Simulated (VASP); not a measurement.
# SnO (Cm) in VASP: single point with PBE+D3(BJ)

Aim: the single point of SnO with PBE+D3(BJ).

Everything below comes from runs of VASP 6.6.1. Logs are shortened: lines on timing, memory, paths and dates and some standing lists are left out, and cuts for length are marked.

## (1) The cell of the first run

The structure is monoclinic, space group Cm (No. 8). Conventional cell: a = 5.377 Å, b = 5.377 Å, c = 4.836 Å, α = 90.00°, β = 90.00°, γ = 90.00°. Sn (site symmetry m) has 4 O at 2.12 to 2.34 Å within 2.8 Å. Sn (site symmetry m) has 4 O at 2.22 Å within 2.9 Å. O (site symmetry 1) has 4 Sn at 2.12 to 2.34 Å and 4 O at 2.69 Å within 2.8 Å.

## (2) Single point, PBE+D3(BJ) (atom 1 (Sn) moved -0.180 Å along Cartesian [1 -1 0])

Contents of INCAR:

```
SYSTEM = SnO
PREC = Accurate ; ENCUT = 520
EDIFF = 1E-6 ; ISMEAR = 0
SIGMA = 0.15 ; LREAL = .FALSE.
LASPH = .TRUE. ; NELM = 80
ALGO = Fast ; ISIF = 2
LWAVE = .FALSE. ; LCHARG = .FALSE.
GGA = PE ; IVDW = 12
NBANDS = 28
```

Contents of KPOINTS:

```
Automatic mesh
0
G
  12 12 10
  0 0 0
```

Contents of POSCAR:

```
SnO
1.0
    3.8020000000      0.0000000000      0.0000000000
    0.0000000000      3.8020000000      0.0000000000
    0.0000000000      0.0000000000      4.8360000000
Sn O
2 2
Direct
   -0.0334769123      0.5334769123      0.2385000000
    0.5000000000      0.0000000000      0.7615000000
    0.0000000000      0.0000000000      0.0000000000
    0.5000000000      0.5000000000      0.0000000000
```

Potentials or basis: VASP PAW PBE potentials, release 64 (Sn_d, O).

On the command line:

```bash
> cat potpaw_PBE.64/Sn_d/POTCAR potpaw_PBE.64/O/POTCAR > POTCAR
> mpirun -np 1 vasp_std > vasp.out
```

OUTCAR:

```text
SYSTEM = SnO
   PREC = Accurate
   ENCUT = 520
   EDIFF = 1E-6
   ISMEAR = 0
   LREAL = .FALSE.
   LASPH = .TRUE.
   NELM = 80
   ISIF = 2
   GGA = PE
   IVDW = 12
 IVDW          = 12

 ion  position               nearest neighbor table
   1  0.967  0.533  0.239-   3 2.12   4 2.12   4 2.34   3 2.34   2 3.41   2 3.55   2 3.55   2 3.56
                             2 3.68   2 3.70   2 3.70
   2  0.500  0.000  0.761-   3 2.22   4 2.22   4 2.22   3 2.22   1 3.41   1 3.55   1 3.55   1 3.56
                             1 3.68   1 3.70   1 3.70
   3  0.000  0.000  0.000-   1 2.12   2 2.22   2 2.22   1 2.34
   4  0.500  0.500  0.000-   1 2.12   2 2.22   2 2.22   1 2.34

  LATTYP: Found a simple tetragonal cell.
 ALAT       =     3.8020000000
 C/A-ratio  =     1.2719621252

  Lattice vectors:

 A1 = (   3.8020000000,   0.0000000000,   0.0000000000)
 A2 = (   0.0000000000,   3.8020000000,   0.0000000000)
 A3 = (   0.0000000000,   0.0000000000,   4.8360000000)

Analysis of symmetry for initial positions (statically):
=====================================================================
 Subroutine PRICEL returns:
 Original cell was already a primitive cell.

 Routine SETGRP: Setting up the symmetry group for a
 simple tetragonal supercell.

 Subroutine GETGRP returns: Found  2 space group operations
 (whereof  1 operations were pure point group operations)
 out of a pool of 16 trial point group operations.

The static configuration has the point symmetry C_1 .
 The point group associated with its full space group is C_1h.

Analysis of symmetry for dynamics (positions and initial velocities):
=====================================================================
 Subroutine PRICEL returns:
 Original cell was already a primitive cell.

 Routine SETGRP: Setting up the symmetry group for a
 simple tetragonal supercell.

 Subroutine GETGRP returns: Found  2 space group operations
 (whereof  1 operations were pure point group operations)
 out of a pool of 16 trial point group operations.

The dynamic configuration has the point symmetry C_1 .
 The point group associated with its full space group is C_1h.

 Subroutine INISYM returns: Found  2 space group operations
 (whereof  1 operations are pure point group operations),
 and found     1 'primitive' translations

----------------------------------------------------------------------------------------

[... 95 lines left out ...]
   NELM   =     80;   NELMIN=  2; NELMDL= -5     # of ELM steps
   EDIFF  = 0.1E-05   stopping-criterion for ELM
   LREAL  =      F    real-space projection
   EDIFFG = 0.1E-04   stopping-criterion for IOM
   NSW    =      0    number of steps for IOM
   IBRION =     -1    ionic relax: 0-MD 1-quasi-New 2-CG
   NFREE  =      0    steps in history (QN), initial steepest desc. (CG)
   ISIF   =      2    stress and relaxation
   ISYM   =      2    0-nonsym 1-usesym 2-fastsym
   POTIM  = 0.5000    time-step for ionic-motion
   TEBEG  =    0.0;   TEEND  =   0.0 temperature during run
   PSTRESS=    0.0 pullay stress
   NELECT =      40.0000    total number of electrons
   NUPDOWN=      -1.0000    fix difference up-down
   EMIN   =  10.00;   EMAX   =-10.00  energy-range for DOS
   EFERMI =   0.00;   METHOD = LEGACY
   ISMEAR =     0;   SIGMA  =   0.15  broadening in eV -4-tet -1-fermi 0-gaus
   EFERMI_NEDOS =   21; number of points for ismear=-14 and -15
   IALGO  =     68    algorithm
   IMIX   =      4    mixing-type and parameters
     AMIX     =   0.40;   BMIX     =  1.00
     AMIX_MAG =   1.60;   BMIX_MAG =  1.00
  volume/ion in A,a.u.               =      17.48       117.94
  Fermi-wavevector in a.u.,A,eV,Ry     =   1.359121  2.568365 25.132801  1.847209
  Thomas-Fermi vector in A             =   2.485896
   LORBIT       =      0    0 simple, 1 ext, 2 COOP (PROOUT), +10 PAW based schemes
   GGA     = PE    functional components
   LHFCALC =     F    Hartree Fock is set to
   AEXX    =    0.0000 exact exchange contribution
   IVDW    =    12    specifies the selected vdW correction
   LEPSILON=     F    determine dielectric tensor
   LRPA    =     F    only Hartree local field effects (RPA)
 non-spin polarized calculation
 RMM-DIIS sequential band-by-band and
 Gauss-broadening in eV      SIGMA  =   0.15
  energy-cutoff  :      520.00
  volume of cell :       69.91
 maximum number of plane-waves:      1904
   NGX = 15   NGY = 15   NGZ = 17

 number of electron      39.9999991 magnetization

 Free energy of the ion-electron system (eV)
  ---------------------------------------------------
  ext. energy  EPLUGINS =         0.00000000
  ---------------------------------------------------
  free energy    TOTEN  =       -22.58455521 eV

  energy without entropy =      -22.58356187  energy(sigma->0) =      -22.58405854

 E-fermi :   7.3348     XC(G=0): -10.2638

 val. band max:        7.3000034830   @ k =   0.5000   0.5000   0.0000
 cond. band min:       7.4312479412   @ k =   0.5000   0.5000   0.1000
 fundamental gap:      0.1312444582
 Fermi energy:         7.3347740762

 k-point     1 :       0.0000    0.0000    0.0000
  band No.  band energies     occupation
      1     -14.8582      2.00000
      2     -14.4288      2.00000
      3     -14.3962      2.00000
      4     -14.3864      2.00000
      5     -14.3514      2.00000
      6     -14.3398      2.00000
[... 733 lines left out ...]
     27      15.4040      0.00000
     28      15.9165      0.00000

 [... further k-points ...]

------------------------ aborting loop because EDIFF is reached ----------------------------------------

 Edisp (eV)   -0.94099

 E8    (eV) :    -0.4082

  FORCE on cell =-STRESS in cart. coord.  units (eV):
  Direction    XX          YY          ZZ          XY          YZ          ZX
  --------------------------------------------------------------------------------------
  -------------------------------------------------------------------------------------
  Total       1.55516     1.55516     1.03145     0.01240    -0.79269     0.79269
  in kB      35.64317    35.64317    23.64008     0.28413   -18.16784    18.16775
  external pressure =       31.64 kB  Pullay stress =        0.00 kB

 VOLUME and BASIS-vectors are now :
 -----------------------------------------------------------------------------
  energy-cutoff  :      520.00
  volume of cell :       69.91
      direct lattice vectors                 reciprocal lattice vectors
     3.802000000  0.000000000  0.000000000     0.263019463  0.000000000  0.000000000
     0.000000000  3.802000000  0.000000000     0.000000000  0.263019463  0.000000000
     0.000000000  0.000000000  4.836000000     0.000000000  0.000000000  0.206782465

 POSITION                                       TOTAL-FORCE (eV/Angst)
 -----------------------------------------------------------------------------------
      3.67472      2.02828      1.15339         0.678906     -0.678906      0.758495
      1.90100      0.00000      3.68261        -0.147181      0.147181     -0.471560
      0.00000      0.00000      0.00000        -0.096513      0.435212     -0.143467
      1.90100      1.90100      0.00000        -0.435212      0.096513     -0.143467
 -----------------------------------------------------------------------------------
    total drift:                                0.000301     -0.000301     -0.000069

  FREE ENERGIE OF THE ION-ELECTRON SYSTEM (eV)
  ---------------------------------------------------
  free  energy   TOTEN  =       -23.5255435747 eV

  energy  without entropy=      -23.5245502355  energy(sigma->0) =      -23.52504691
```

OSZICAR:

```text
N       E                     dE             d eps       ncg     rms          rms(c)
DAV:   1     0.418014759438E+03    0.41801E+03   -0.19947E+04 23168   0.219E+03
DAV:   2     0.367983507897E+02   -0.38122E+03   -0.36575E+03 23120   0.543E+02
DAV:   3    -0.233761282425E+02   -0.60174E+02   -0.58983E+02 25408   0.180E+02
DAV:   4    -0.262400163506E+02   -0.28639E+01   -0.28502E+01 25408   0.421E+01
DAV:   5    -0.263078948667E+02   -0.67879E-01   -0.67871E-01 24400   0.702E+00    0.118E+01
RMM:   6    -0.227268282119E+02    0.35811E+01   -0.10284E+01 28394   0.161E+01    0.441E+00
RMM:   7    -0.226008801100E+02    0.12595E+00   -0.72904E-01 29292   0.666E+00    0.241E+00
RMM:   8    -0.225969509433E+02    0.39292E-02   -0.23453E-01 30485   0.330E+00    0.860E-01
RMM:   9    -0.225833844699E+02    0.13566E-01   -0.33896E-02 29912   0.113E+00    0.270E-01
RMM:  10    -0.225843615060E+02   -0.97704E-03   -0.94335E-03 31623   0.630E-01    0.110E-01
RMM:  11    -0.225844822914E+02   -0.12079E-03   -0.18139E-03 32168   0.318E-01    0.177E-02
RMM:  12    -0.225845425964E+02   -0.60305E-04   -0.63862E-04 35025   0.148E-01    0.148E-02
RMM:  13    -0.225845532183E+02   -0.10622E-04   -0.87770E-05 30642   0.550E-02    0.104E-02
RMM:  14    -0.225845549596E+02   -0.17413E-05   -0.34634E-05 29002   0.306E-02    0.365E-03
RMM:  15    -0.225845552124E+02   -0.25282E-06   -0.45301E-06 22756   0.148E-02
   1 F= -.23525544E+02 E0= -.23525047E+02  d E =-.993339E-03
```

Wall time 11 min (1 thread of Oxide Virtual Turin-like, shared host); peak memory 0.63 GiB.

What came out:

- Free energy: -23.5255 eV
- Pressure: 3.2 GPa
- Largest force: 1.224 eV/Å
- Band gap on the k mesh: 0.06 eV (least direct gap 1.97 eV)
- Dispersion energy per atom: -0.235 eV

Forces in eV/Å, atoms in the order of the input:
```
Sn   0.679 -0.679  0.758
Sn  -0.147  0.147 -0.472
O   -0.097  0.435 -0.143
O   -0.435  0.097 -0.143
```

Stress tensor (GPa, compression positive):
```
 3.56  0.03  1.82
 0.03  3.56 -1.82
 1.82 -1.82  2.36
```

Levels at points of the mesh, in eV from the valence-band top:
| k point | band 16 | band 17 | band 18 | band 19 | band 20 | band 21 | band 22 | band 23 | band 24 | band 25 |
| --- | --- | --- | --- | --- | --- | --- | --- | --- | --- | --- |
| (0.00, 0.00, 0.00) | -6.25 | -3.61 | -3.19 | -3.17 | 0.00 | 2.09 | 4.15 | 4.68 | 4.89 | 5.73 |
| (0.50, 0.00, 0.00) | -5.11 | -4.89 | -4.72 | -2.93 | -2.60 | 3.15 | 3.16 | 5.75 | 5.92 | 5.98 |
| (0.50, 0.50, 0.00) | -5.19 | -2.58 | -2.54 | -1.97 | -1.91 | 0.06 | 0.07 | 4.36 | 4.49 | 7.27 |
| (0.00, 0.00, 0.50) | -3.68 | -3.22 | -3.18 | -3.09 | -2.28 | 1.65 | 2.97 | 2.99 | 3.72 | 7.63 |
| (0.50, 0.00, 0.50) | -5.50 | -4.91 | -4.76 | -1.87 | -1.70 | 2.54 | 2.58 | 5.15 | 5.62 | 6.64 |
| (0.50, 0.50, 0.50) | -5.67 | -2.76 | -2.67 | -2.58 | -2.54 | 2.28 | 2.32 | 4.03 | 4.07 | 5.60 |

Caveat: the cell differs from its parent crystal (atom 1 (Sn) moved -0.180 Å along Cartesian [1 -1 0]); the cell stands under pressure; the smearing spreads over this small gap; semilocal functionals underestimate gaps, and a narrow one can read as zero; spin-orbit coupling is left out, which moves the levels of the heavy elements; forces of over 1 eV/Å act on the atoms, so gaps and moduli don't describe the material at rest. A k mesh can miss the band edges.

The gap in the log of VASP goes by the Fermi energy; the results here count the filled bands.